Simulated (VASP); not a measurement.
# InP (Pm-3m) in VASP: single point with PBE

Aim: the single point of InP with PBE.

All numbers are computed with VASP 6.6.1; they aren't measurements. Logs are shortened: lines on timing, memory, paths and dates and some standing lists are left out, and cuts for length are marked.

**1. The cell of the first run**

Symmetry: Pm-3m, No. 221, cubic system. Conventional cell: a = 3.378 Å, b = 3.378 Å, c = 3.378 Å, α = 90.00°, β = 90.00°, γ = 90.00°. Within 3.9 Å of In (site symmetry m-3m) lie 8 P at 2.93 Å and 6 In at 3.38 Å. P (site symmetry m-3m) has 8 In at 2.93 Å and 6 P at 3.38 Å within 3.9 Å.

**2. Single point, PBE (19.27 Å³/atom)**

INCAR

```
ALGO     = Normal         # electronic algorithm
EDIFF    = 1E-6           # SCF threshold, eV
ENCUT    = 520            # plane-wave cutoff, eV
GGA      = PE             # functional
ISIF     = 2              # what is computed and relaxed
ISMEAR   = -1             # smearing method
LASPH    = T              # aspherical terms in the spheres
LCHARG   = F              # write CHGCAR
LREAL    = F              # projectors in reciprocal space
LWAVE    = F              # write WAVECAR
NBANDS   = 16             # bands
NELM     = 80             # most SCF steps
PREC     = Accurate       # precision mode
SIGMA    = 0.15           # smearing width, eV
```

KPOINTS

```
k-points
0
Gamma
  12 12 12
```

POSCAR

```
InP
1.0
    3.3776000000      0.0000000000      0.0000000000
    0.0000000000      3.3776000000      0.0000000000
    0.0000000000      0.0000000000      3.3776000000
In P
1 1
Direct
    0.0000000000      0.0000000000      0.0000000000
    0.5000000000      0.5000000000      0.5000000000
```

Potentials or basis: VASP PAW PBE potentials, release 64 (In_d, P).

The run is started by

```console
$ cat potpaw_PBE.64/In_d/POTCAR potpaw_PBE.64/P/POTCAR > POTCAR
$ mpirun -np 1 vasp_std > vasp.out
```

OUTCAR:

```text
EDIFF = 1E-6
   ENCUT = 520
   GGA = PE
   ISIF = 2
   ISMEAR = -1
   LASPH = T
   LREAL = F
   NELM = 80
   PREC = Accurate

 ion  position               nearest neighbor table
   1  0.000  0.000  0.000-   2 2.93   2 2.93   2 2.93   2 2.93   2 2.93   2 2.93   2 2.93   2 2.93

   2  0.500  0.500  0.500-   1 2.93   1 2.93   1 2.93   1 2.93   1 2.93   1 2.93   1 2.93   1 2.93

  LATTYP: Found a simple cubic cell.
 ALAT       =     3.3776000000

  Lattice vectors:

 A1 = (   3.3776000000,   0.0000000000,   0.0000000000)
 A2 = (   0.0000000000,   3.3776000000,   0.0000000000)
 A3 = (   0.0000000000,   0.0000000000,   3.3776000000)

Analysis of symmetry for initial positions (statically):
=====================================================================
 Subroutine PRICEL returns:
 Original cell was already a primitive cell.

 Routine SETGRP: Setting up the symmetry group for a
 simple cubic supercell.

 Subroutine GETGRP returns: Found 48 space group operations
 (whereof 48 operations were pure point group operations)
 out of a pool of 48 trial point group operations.

The static configuration has the point symmetry O_h .

Analysis of symmetry for dynamics (positions and initial velocities):
=====================================================================
 Subroutine PRICEL returns:
 Original cell was already a primitive cell.

 Routine SETGRP: Setting up the symmetry group for a
 simple cubic supercell.

 Subroutine GETGRP returns: Found 48 space group operations
 (whereof 48 operations were pure point group operations)
 out of a pool of 48 trial point group operations.

The dynamic configuration has the point symmetry O_h .

 Subroutine INISYM returns: Found 48 space group operations
 (whereof 48 operations are pure point group operations),
 and found     1 'primitive' translations

----------------------------------------------------------------------------------------

                                     Primitive cell

  volume of cell :      38.5323

  direct lattice vectors                    reciprocal lattice vectors
     3.377600000  0.000000000  0.000000000     0.296068214  0.000000000  0.000000000
     0.000000000  3.377600000  0.000000000     0.000000000  0.296068214  0.000000000
     0.000000000  0.000000000  3.377600000     0.000000000  0.000000000  0.296068214

  length of vectors
     3.377600000  3.377600000  3.377600000     0.296068214  0.296068214  0.296068214

  position of ions in fractional coordinates (direct lattice)
     0.000000000  0.000000000  0.000000000
     0.500000000  0.500000000  0.500000000

  ion indices of the primitive-cell ions
   primitive index   ion index
                 1           1
                 2           2

----------------------------------------------------------------------------------------

 KPOINTS: k-points

Automatic generation of k-mesh.
 Grid dimensions read from file:
 generate k-points for:   12   12   12

 Generating k-lattice:

  Cartesian coordinates                     Fractional coordinates (reciprocal lattice)
     0.024672351  0.000000000  0.000000000     0.083333333  0.000000000  0.000000000
     0.000000000  0.024672351  0.000000000     0.000000000  0.083333333  0.000000000
     0.000000000  0.000000000  0.024672351     0.000000000  0.000000000  0.083333333

  Length of vectors
     0.024672351  0.024672351  0.024672351

  Shift w.r.t. Gamma in fractional coordinates (k-lattice)
     0.000000000  0.000000000  0.000000000

 Subroutine IBZKPT returns following result:
 ===========================================

 Found     84 irreducible k-points:

 Following reciprocal coordinates:
            Coordinates               Weight
  0.000000  0.000000  0.000000      1.000000
  0.083333  0.000000  0.000000      6.000000
  0.166667  0.000000  0.000000      6.000000
  0.250000  0.000000  0.000000      6.000000
  0.333333  0.000000  0.000000      6.000000
  0.416667  0.000000  0.000000      6.000000
[... 16 lines left out ...]
  0.333333  0.333333  0.000000     12.000000
  0.416667  0.333333  0.000000     24.000000
 [... further k-points ...]
   k-points           NKPTS =     84   k-points in BZ     NKDIM =     84   number of bands    NBANDS=     16
   number of dos      NEDOS =    301   number of ions     NIONS =      2
   total plane-waves  NPLWV =  21952
   dimension x,y,z NGX =    28 NGY =   28 NGZ =   28
   dimension x,y,z NGXF=    56 NGYF=   56 NGZF=   56
   ions per type =               1   1
   NGX,Y,Z   is equivalent  to a cutoff of  13.78, 13.78, 13.78 a.u.
   NGXF,Y,Z  is equivalent  to a cutoff of  27.56, 27.56, 27.56 a.u.
 SYSTEM =  unknown system
   PREC   = accura    normal or accurate (medium, high low for compatibility)
   ISTART =      0    job   : 0-new  1-cont  2-samecut
   ICHARG =      2    charge: 1-file 2-atom 10-const
   ISPIN  =      1    spin polarized calculation?
   LNONCOLLINEAR =      F non collinear calculations
   LSORBIT =      F    spin-orbit coupling
   LASPH  =      T    aspherical Exc in radial PAW
   ENCUT  =  520.0 eV  38.22 Ry    6.18 a.u.   6.28  6.28  6.28*2*pi/ulx,y,z
   NELM   =     80;   NELMIN=  2; NELMDL= -5     # of ELM steps
   EDIFF  = 0.1E-05   stopping-criterion for ELM
   LREAL  =      F    real-space projection
   EDIFFG = 0.1E-04   stopping-criterion for IOM
   NSW    =      0    number of steps for IOM
   IBRION =     -1    ionic relax: 0-MD 1-quasi-New 2-CG
   NFREE  =      0    steps in history (QN), initial steepest desc. (CG)
   ISIF   =      2    stress and relaxation
   ISYM   =      2    0-nonsym 1-usesym 2-fastsym
   POTIM  = 0.5000    time-step for ionic-motion
   TEBEG  =    0.0;   TEEND  =   0.0 temperature during run
   PSTRESS=    0.0 pullay stress
   NELECT =      18.0000    total number of electrons
   NUPDOWN=      -1.0000    fix difference up-down
   EMIN   =  10.00;   EMAX   =-10.00  energy-range for DOS
   EFERMI =   0.00;   METHOD = LEGACY
   ISMEAR =    -1;   SIGMA  =   0.15  broadening in eV -4-tet -1-fermi 0-gaus
   EFERMI_NEDOS =   21; number of points for ismear=-14 and -15
   IALGO  =     38    algorithm
   IMIX   =      4    mixing-type and parameters
     AMIX     =   0.40;   BMIX     =  1.00
     AMIX_MAG =   1.60;   BMIX_MAG =  1.00
  volume/ion in A,a.u.               =      19.27       130.01
  Fermi-wavevector in a.u.,A,eV,Ry     =   1.270255  2.400433 21.953637  1.613547
  Thomas-Fermi vector in A             =   2.403252
   LORBIT       =      0    0 simple, 1 ext, 2 COOP (PROOUT), +10 PAW based schemes
   GGA     = PE    functional components
   LHFCALC =     F    Hartree Fock is set to
   AEXX    =    0.0000 exact exchange contribution
   IVDW    =     0    specifies the selected vdW correction
   LEPSILON=     F    determine dielectric tensor
   LRPA    =     F    only Hartree local field effects (RPA)
 non-spin polarized calculation
  energy-cutoff  :      520.00
  volume of cell :       38.53
 maximum number of plane-waves:      1064
 NGX is ok and might be reduce to    28
   NGX = 13   NGY = 13   NGZ = 13

 number of electron      17.9999996 magnetization

 Free energy of the ion-electron system (eV)
  ---------------------------------------------------
  ext. energy  EPLUGINS =         0.00000000
  ---------------------------------------------------
  free energy    TOTEN  =        -7.20574044 eV

  energy without entropy =       -7.11719573  energy(sigma->0) =       -7.16146808

 E-fermi :   8.6296     XC(G=0): -10.9996

 val. band max:        8.6059587328   @ k =   0.3333   0.2500   0.0833
 cond. band min:       8.6374172421   @ k =   0.5000   0.0833   0.0000
 fundamental gap:      0.0314585093
 Fermi energy:         8.6295796248

 k-point     1 :       0.0000    0.0000    0.0000
  band No.  band energies     occupation
      1      -6.0132      2.00000
      2      -6.0132      2.00000
      3      -5.6878      2.00000
      4      -5.6878      2.00000
      5      -5.6878      2.00000
      6      -4.3123      2.00000
[... 8 lines left out ...]
     15      19.2075      0.00000
     16      21.8365      0.00000

 k-point     2 :       0.0833    0.0000    0.0000
  band No.  band energies     occupation
      1      -6.0113      2.00000
      2      -5.9966      2.00000
      3      -5.6961      2.00000
      4      -5.6961      2.00000
      5      -5.6869      2.00000
      6      -4.2305      2.00000
[... 8 lines left out ...]
     15      18.8134      0.00000
     16      21.8387      0.00000

 k-point     3 :       0.1667    0.0000    0.0000
  band No.  band energies     occupation
      1      -6.0062      2.00000
      2      -5.9516      2.00000
      3      -5.7186      2.00000
      4      -5.7186      2.00000
      5      -5.6845      2.00000
      6      -3.9874      2.00000
[... 8 lines left out ...]
     15      18.0981      0.00000
     16      21.8530      0.00000

 k-point     4 :       0.2500    0.0000    0.0000
  band No.  band energies     occupation
      1      -5.9990      2.00000
      2      -5.8914      2.00000
      3      -5.7490      2.00000
      4      -5.7490      2.00000
      5      -5.6813      2.00000
      6      -3.5944      2.00000
[... 8 lines left out ...]
     15      18.4431      0.00000
     16      20.5561      0.00000
[... 324 lines left out ...]
 k-point    22 :       0.5000    0.2500    0.0000
  band No.  band energies     occupation
      1      -5.9858      2.00000
      2      -5.9103      2.00000
      3      -5.7948      2.00000
      4      -5.7281      2.00000
      5      -5.6832      2.00000
      6      -1.5037      2.00000
[... 8 lines left out ...]
     15      19.4664      0.00000
     16      22.0887      0.00000

 k-point    23 :       0.3333    0.3333    0.0000
  band No.  band energies     occupation
      1      -6.0012      2.00000
      2      -5.9014      2.00000
      3      -5.7640      2.00000
      4      -5.7573      2.00000
      5      -5.6866      2.00000
      6      -1.7661      2.00000
[... 8 lines left out ...]
     15      18.5585      0.00000
     16      21.1668      0.00000

 k-point    24 :       0.4167    0.3333    0.0000
  band No.  band energies     occupation
      1      -6.0465      2.00000
      2      -5.8905      2.00000
      3      -5.7806      2.00000
      4      -5.7560      2.00000
      5      -5.6410      2.00000
      6      -1.2436      2.00000
[... 8 lines left out ...]
     15      18.5515      0.00000
     16      21.1197      0.00000

 [... further k-points ...]

------------------------ aborting loop because EDIFF is reached ----------------------------------------

  FORCE on cell =-STRESS in cart. coord.  units (eV):
  Direction    XX          YY          ZZ          XY          YZ          ZX
  --------------------------------------------------------------------------------------
  -------------------------------------------------------------------------------------
  Total        1.1281913      1.1281913      1.1281913     -0.0000000     -0.0000000      0.0000000
  in kB       46.9103510     46.9103510     46.9103510     -0.0000000     -0.0000000      0.0000000
  external PRESSURE =      46.9103510 kB  Pullay stress =       0.0000000 kB

 VOLUME and BASIS-vectors are now :
 -----------------------------------------------------------------------------
  energy-cutoff  :      520.00
  volume of cell :       38.53
      direct lattice vectors                 reciprocal lattice vectors
     3.377600000  0.000000000  0.000000000     0.296068214  0.000000000  0.000000000
     0.000000000  3.377600000  0.000000000     0.000000000  0.296068214  0.000000000
     0.000000000  0.000000000  3.377600000     0.000000000  0.000000000  0.296068214

 POSITION                                       TOTAL-FORCE (eV/Angst)
 -----------------------------------------------------------------------------------
      0.00000      0.00000      0.00000         0.000000      0.000000      0.000000
      1.68880      1.68880      1.68880         0.000000      0.000000      0.000000
 -----------------------------------------------------------------------------------
    total drift:                               -0.000000      0.000000     -0.000000

  FREE ENERGIE OF THE ION-ELECTRON SYSTEM (eV)
  ---------------------------------------------------
  free  energy   TOTEN  =        -7.2057404361 eV

  energy  without entropy=       -7.1171957336  energy(sigma->0) =       -7.16146808
```

Wall time 72 s (1 thread of Intel Xeon 8259CL, shared host); peak memory 0.19 GiB.

What came out:

| Quantity | Value |
| --- | --- |
| Free energy | -7.2057 eV |
| Pressure | 4.7 GPa |
| Band gap on the k mesh | zero (bands 9 and 10 overlap by 2.62 eV) |

Levels at points of the mesh, in eV from the Fermi level:
```tsv
k point	band 7	band 8	band 9	band 10	band 11	band 12
(0.00, 0.00, 0.00)	-1.22	-0.95	-0.95	-0.95	4.67	4.67
(0.50, 0.00, 0.00)	-7.84	0.83	0.83	2.87	4.00	5.11
(0.50, 0.50, 0.00)	-5.17	-5.17	-3.80	1.23	6.98	6.98
(0.50, 0.50, 0.50)	-2.43	-2.43	-2.43	-0.39	-0.37	-0.37
```

Caveat: the cell stands under pressure; spin-orbit coupling is left out, which moves the levels of the heavy elements.

The gap in the log of VASP goes by the Fermi energy; the results here count the filled bands.